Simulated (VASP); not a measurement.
# LuSnRh4 (F-43m) in VASP: single point with r2SCAN

Aim: the single point of LuSnRh4 with r2SCAN.

Everything below comes from runs of VASP 6.6.1. Logs are shortened: lines on timing, memory, paths and dates and some standing lists are left out, and cuts for length are marked.

## 1. The cell of the first run

The structure is cubic, space group F-43m (No. 216). Conventional cell: a = 7.159 Å, b = 7.159 Å, c = 7.159 Å, α = 90.00°, β = 90.00°, γ = 90.00°. Lu (site symmetry -43m) has 12 Rh at 2.97 Å and 4 Sn at 3.10 Å within 3.9 Å. Within 3.9 Å of Sn (site symmetry -43m) lie 12 Rh at 2.96 Å and 4 Lu at 3.10 Å. Within 3.3 Å of Rh (site symmetry 3m) lie 6 Rh at 2.49 to 2.57 Å and 3 Sn at 2.96 Å and 3 Lu at 2.97 Å.

## 2. Single point, r2SCAN

Contents of POSCAR:

```
LuSnRh4
1.0
    0.0000000000      3.5794190000      3.5794190000
    3.5794190000      0.0000000000      3.5794190000
    3.5794190000      3.5794190000      0.0000000000
Lu Sn Rh
1 1 4
Direct
    0.0000000000      0.0000000000      0.0000000000
    0.2500000000      0.2500000000      0.2500000000
    0.6230000000      0.6230000000      0.6230000000
    0.1310000000      0.6230000000      0.6230000000
    0.6230000000      0.6230000000      0.1310000000
    0.6230000000      0.1310000000      0.6230000000
```

Contents of INCAR.step1:

```
SYSTEM = LuSnRh4
PREC = Accurate ; ENCUT = 660
ISMEAR = -1 ; SIGMA = 0.0231
LREAL = .FALSE. ; LASPH = .TRUE.
NELM = 120 ; NBANDS = 58
GGA = PE ; ALGO = Normal
EDIFF = 1E-5 ; LWAVE = .TRUE.
LCHARG = .FALSE. ; GGA_COMPAT = .FALSE.
```

Contents of INCAR.step2:

```
SYSTEM = LuSnRh4
PREC = Accurate ; ENCUT = 660
EDIFF = 1E-6 ; ISMEAR = -1
SIGMA = 0.0231 ; LREAL = .FALSE.
LASPH = .TRUE. ; NELM = 120
ALGO = Normal ; ISIF = 2
LWAVE = .FALSE. ; LCHARG = .FALSE.
METAGGA = R2SCAN ; LMIXTAU = .TRUE.
NBANDS = 58 ; ISTART = 1
GGA_COMPAT = .FALSE.
```

Contents of KPOINTS:

```
Automatic mesh
0
G
  4 4 4
  0 0 0
```

Potentials or basis: VASP PAW PBE potentials, release 64 (Lu, Sn_d, Rh_pv).

Run with:

```console
$ cat potpaw_PBE.64/Lu/POTCAR potpaw_PBE.64/Sn_d/POTCAR potpaw_PBE.64/Rh_pv/POTCAR > POTCAR
$ cp INCAR.step1 INCAR
$ mpirun -np 1 vasp_std > vasp.out
$ cp INCAR.step2 INCAR
$ mpirun -np 1 vasp_std > vasp.out
```

OUTCAR:

```text
SYSTEM = LuSnRh4
   PREC = Accurate
   ENCUT = 660
   EDIFF = 1E-6
   ISMEAR = -1
   LREAL = .FALSE.
   LASPH = .TRUE.
   NELM = 120
   ISIF = 2
   METAGGA = R2SCAN
   ISTART = 1

 ion  position               nearest neighbor table
   1  0.000  0.000  0.000-   6 2.97   4 2.97   5 2.97   5 2.97   4 2.97   6 2.97   3 2.97   3 2.97
                             3 2.97   5 2.97   4 2.97   6 2.97   2 3.10   2 3.10   2 3.10   2 3.10
   2  0.250  0.250  0.250-   4 2.96   5 2.96   6 2.96   3 2.96   3 2.96   3 2.96   4 2.96   4 2.96
                             5 2.96   6 2.96   5 2.96   6 2.96   1 3.10   1 3.10   1 3.10   1 3.10
   3  0.623  0.623  0.623-   4 2.49   5 2.49   6 2.49   4 2.57   6 2.57   5 2.57   2 2.96   2 2.96
                             2 2.96   1 2.97   1 2.97   1 2.97
   4  0.131  0.623  0.623-   3 2.49   5 2.49   6 2.49   6 2.57   5 2.57   3 2.57   2 2.96   2 2.96
                             2 2.96   1 2.97   1 2.97   1 2.97
   5  0.623  0.623  0.131-   3 2.49   4 2.49   6 2.49   6 2.57   4 2.57   3 2.57   2 2.96   2 2.96
                             2 2.96   1 2.97   1 2.97   1 2.97
   6  0.623  0.131  0.623-   3 2.49   4 2.49   5 2.49   4 2.57   5 2.57   3 2.57   2 2.96   2 2.96
                             2 2.96   1 2.97   1 2.97   1 2.97

  LATTYP: Found a face centered cubic cell.
 ALAT       =     7.1588380000

  Lattice vectors:

 A1 = (   0.0000000000,   3.5794190000,   3.5794190000)
 A2 = (   3.5794190000,   0.0000000000,   3.5794190000)
 A3 = (   3.5794190000,   3.5794190000,   0.0000000000)

Analysis of symmetry for initial positions (statically):
=====================================================================
 Subroutine PRICEL returns:
 Original cell was already a primitive cell.

 Routine SETGRP: Setting up the symmetry group for a
 face centered cubic supercell.

 Subroutine GETGRP returns: Found 24 space group operations
 (whereof 24 operations were pure point group operations)
 out of a pool of 48 trial point group operations.

The static configuration has the point symmetry T_d .

Analysis of symmetry for dynamics (positions and initial velocities):
=====================================================================
 Subroutine PRICEL returns:
 Original cell was already a primitive cell.

 Routine SETGRP: Setting up the symmetry group for a
 face centered cubic supercell.

 Subroutine GETGRP returns: Found 24 space group operations
 (whereof 24 operations were pure point group operations)
 out of a pool of 48 trial point group operations.

The dynamic configuration has the point symmetry T_d .

 Subroutine INISYM returns: Found 24 space group operations
 (whereof 24 operations are pure point group operations),
 and found     1 'primitive' translations

----------------------------------------------------------------------------------------

                                     Primitive cell

  volume of cell :      91.7208

  direct lattice vectors                    reciprocal lattice vectors
     0.000000000  3.579419000  3.579419000    -0.139687474  0.139687474  0.139687474
     3.579419000  0.000000000  3.579419000     0.139687474 -0.139687474  0.139687474
     3.579419000  3.579419000  0.000000000     0.139687474  0.139687474 -0.139687474

  length of vectors
     5.062062895  5.062062895  5.062062895     0.241945803  0.241945803  0.241945803

  position of ions in fractional coordinates (direct lattice)
     0.000000000  0.000000000  0.000000000
     0.250000000  0.250000000  0.250000000
     0.623000000  0.623000000  0.623000000
     0.131000000  0.623000000  0.623000000
     0.623000000  0.623000000  0.131000000
     0.623000000  0.131000000  0.623000000

  ion indices of the primitive-cell ions
   primitive index   ion index
                 1           1
                 2           2
                 3           3
                 4           4
                 5           5
                 6           6

----------------------------------------------------------------------------------------

 KPOINTS: Automatic mesh

Automatic generation of k-mesh.
 Grid dimensions read from file:
 generate k-points for:    4    4    4

 Generating k-lattice:

  Cartesian coordinates                     Fractional coordinates (reciprocal lattice)
    -0.034921869  0.034921869  0.034921869     0.250000000  0.000000000  0.000000000
     0.034921869 -0.034921869  0.034921869     0.000000000  0.250000000  0.000000000
     0.034921869  0.034921869 -0.034921869     0.000000000  0.000000000  0.250000000

  Length of vectors
     0.060486451  0.060486451  0.060486451

  Shift w.r.t. Gamma in fractional coordinates (k-lattice)
     0.000000000  0.000000000  0.000000000

 Subroutine IBZKPT returns following result:
 ===========================================

 Found      8 irreducible k-points:

 Following reciprocal coordinates:
            Coordinates               Weight
  0.000000  0.000000  0.000000      1.000000
  0.250000  0.000000  0.000000      8.000000
  0.500000  0.000000  0.000000      4.000000
  0.250000  0.250000  0.000000      6.000000
  0.500000  0.250000  0.000000     24.000000
 -0.250000  0.250000  0.000000     12.000000
  0.500000  0.500000  0.000000      3.000000
 -0.250000  0.500000  0.250000      6.000000
   k-points           NKPTS =      8   k-points in BZ     NKDIM =      8   number of bands    NBANDS=     58
   number of dos      NEDOS =    301   number of ions     NIONS =      6
   total plane-waves  NPLWV =  74088
   dimension x,y,z NGX =    42 NGY =   42 NGZ =   42
   dimension x,y,z NGXF=    84 NGYF=   84 NGZF=   84
   ions per type =               1   1   4
   NGX,Y,Z   is equivalent  to a cutoff of  13.79, 13.79, 13.79 a.u.
   NGXF,Y,Z  is equivalent  to a cutoff of  27.59, 27.59, 27.59 a.u.
 SYSTEM =  LuSnRh4
   PREC   = accura    normal or accurate (medium, high low for compatibility)
   ISTART =      1    job   : 0-new  1-cont  2-samecut
   ICHARG =      0    charge: 1-file 2-atom 10-const
   ISPIN  =      1    spin polarized calculation?
   LNONCOLLINEAR =      F non collinear calculations
   LSORBIT =      F    spin-orbit coupling
   LASPH  =      T    aspherical Exc in radial PAW
   ENCUT  =  660.0 eV  48.51 Ry    6.96 a.u.  10.60 10.60 10.60*2*pi/ulx,y,z
   NELM   =    120;   NELMIN=  2; NELMDL=  0     # of ELM steps
   EDIFF  = 0.1E-05   stopping-criterion for ELM
   LREAL  =      F    real-space projection
   EDIFFG = 0.1E-04   stopping-criterion for IOM
   NSW    =      0    number of steps for IOM
   IBRION =     -1    ionic relax: 0-MD 1-quasi-New 2-CG
   NFREE  =      0    steps in history (QN), initial steepest desc. (CG)
   ISIF   =      2    stress and relaxation
   ISYM   =      2    0-nonsym 1-usesym 2-fastsym
   POTIM  = 0.5000    time-step for ionic-motion
   TEBEG  =    0.0;   TEEND  =   0.0 temperature during run
   PSTRESS=    0.0 pullay stress
   NELECT =      99.0000    total number of electrons
   NUPDOWN=      -1.0000    fix difference up-down
   EMIN   =  10.00;   EMAX   =-10.00  energy-range for DOS
   EFERMI =   0.00;   METHOD = LEGACY
   ISMEAR =    -1;   SIGMA  =   0.02  broadening in eV -4-tet -1-fermi 0-gaus
   EFERMI_NEDOS =   21; number of points for ismear=-14 and -15
   IALGO  =     38    algorithm
   IMIX   =      4    mixing-type and parameters
     AMIX     =   0.40;   BMIX     =  1.00
     AMIX_MAG =   1.60;   BMIX_MAG =  1.00
  volume/ion in A,a.u.               =      15.29       103.16
  Fermi-wavevector in a.u.,A,eV,Ry     =   1.679309  3.173434 38.369514  2.820080
  Thomas-Fermi vector in A             =   2.763244
   LORBIT       =      0    0 simple, 1 ext, 2 COOP (PROOUT), +10 PAW based schemes
   METAGGA = R2SCAN    functional components
   LHFCALC =     F    Hartree Fock is set to
   AEXX    =    0.0000 exact exchange contribution
   IVDW    =     0    specifies the selected vdW correction
   LEPSILON=     F    determine dielectric tensor
   LRPA    =     F    only Hartree local field effects (RPA)
 non-spin polarized calculation
  energy-cutoff  :      660.00
  volume of cell :       91.72
 maximum number of plane-waves:      3582
   NGX = 21   NGY = 21   NGZ = 21

 number of electron      99.0000004 magnetization

 Free energy of the ion-electron system (eV)
  ---------------------------------------------------
  ext. energy  EPLUGINS =         0.00000000
  ---------------------------------------------------
  free energy    TOTEN  =      -161.46661745 eV

  energy without entropy =     -161.44973137  energy(sigma->0) =     -161.45817441

 E-fermi :  10.5771     XC(G=0): -14.6654

 val. band max:       10.5740462849   @ k =  -0.2500   0.5000   0.2500
 cond. band min:      10.5844313561   @ k =   0.2500   0.2500   0.0000
 fundamental gap:      0.0103850711
 Fermi energy:        10.5770686928

 k-point     1 :       0.0000    0.0000    0.0000
  band No.  band energies     occupation
      1     -46.5815      2.00000
      2     -38.1687      2.00000
      3     -37.4821      2.00000
      4     -37.4821      2.00000
      5     -37.4821      2.00000
      6     -37.2418      2.00000
[... 50 lines left out ...]
     57      16.1764      0.00000
     58      16.1764      0.00000

 k-point     2 :       0.2500    0.0000    0.0000
  band No.  band energies     occupation
      1     -46.5817      2.00000
      2     -38.0684      2.00000
      3     -37.4586      2.00000
      4     -37.4389      2.00000
      5     -37.4389      2.00000
      6     -37.2118      2.00000
[... 50 lines left out ...]
     57      15.2057      0.00000
     58      15.3663      0.00000

 k-point     3 :       0.5000    0.0000    0.0000
  band No.  band energies     occupation
      1     -46.5819      2.00000
      2     -37.9498      2.00000
      3     -37.3984      2.00000
      4     -37.3984      2.00000
      5     -37.3854      2.00000
      6     -37.1646      2.00000
[... 240 lines left out ...]
      3     -37.6398      2.00000
      4     -37.2202      2.00000
      5     -37.2202      2.00000
      6     -37.1961      2.00000
[... 50 lines left out ...]
     57      15.0386      0.00000
     58      16.9653      0.00000

 k-point     8 :      -0.2500    0.5000    0.2500
  band No.  band energies     occupation
      1     -46.5821      2.00000
      2     -37.7568      2.00000
      3     -37.6237      2.00000
      4     -37.3108      2.00000
      5     -37.2708      2.00000
      6     -37.1970      2.00000
[... 50 lines left out ...]
     57      15.5294      0.00000
     58      16.9759      0.00000

------------------------ aborting loop because EDIFF is reached ----------------------------------------

  FORCE on cell =-STRESS in cart. coord.  units (eV):
  Direction    XX          YY          ZZ          XY          YZ          ZX
  --------------------------------------------------------------------------------------
  -------------------------------------------------------------------------------------
  Total       12.3416982     12.3416982     12.3416982     -0.0000000      0.0000000      0.0000000
  in kB      215.5846774    215.5846774    215.5846774     -0.0000000      0.0000000      0.0000000
  external PRESSURE =     215.5846774 kB  Pullay stress =       0.0000000 kB

 VOLUME and BASIS-vectors are now :
 -----------------------------------------------------------------------------
  energy-cutoff  :      660.00
  volume of cell :       91.72
      direct lattice vectors                 reciprocal lattice vectors
     0.000000000  3.579419000  3.579419000    -0.139687474  0.139687474  0.139687474
     3.579419000  0.000000000  3.579419000     0.139687474 -0.139687474  0.139687474
     3.579419000  3.579419000  0.000000000     0.139687474  0.139687474 -0.139687474

 POSITION                                       TOTAL-FORCE (eV/Angst)
 -----------------------------------------------------------------------------------
      0.00000      0.00000      0.00000         0.000000      0.000000      0.000000
      1.78971      1.78971      1.78971         0.000000      0.000000      0.000000
      4.45996      4.45996      4.45996         0.443821      0.443821      0.443821
      4.45996      2.69888      2.69888         0.443821     -0.443821     -0.443821
      2.69888      2.69888      4.45996        -0.443821     -0.443821      0.443821
      2.69888      4.45996      2.69888        -0.443821      0.443821     -0.443821
 -----------------------------------------------------------------------------------
    total drift:                               -0.000001     -0.000001     -0.000001

  FREE ENERGIE OF THE ION-ELECTRON SYSTEM (eV)
  ---------------------------------------------------
  free  energy   TOTEN  =      -161.4666174475 eV

  energy  without entropy=     -161.4497313681  energy(sigma->0) =     -161.45817441
```

Wall time 5 min (1 thread of Intel Xeon Platinum 8259CL at 2.50GHz (Skylake/Cascade Lake), shared host); peak memory 0.32 GiB.

Results:

* Free energy: -161.4666 eV
* Pressure: 21.6 GPa
* Largest force: 0.769 eV/Å
* Band gap on the k mesh: zero (an odd number of electrons rules out a gap without spin polarisation)

Forces on the atoms (eV/Å):
```
Lu   0.000  0.000  0.000
Sn   0.000  0.000  0.000
Rh   0.444  0.444  0.444
Rh   0.444 -0.444 -0.444
Rh  -0.444 -0.444  0.444
Rh  -0.444  0.444 -0.444
```

Caveat: the k points lie up to 0.38 Å⁻¹ apart, too coarse for converged energies and pressures of a metal; the PAW data sets were made with another functional, which shifts forces and pressure a little; spin-orbit coupling is left out, which moves the levels of the heavy elements.
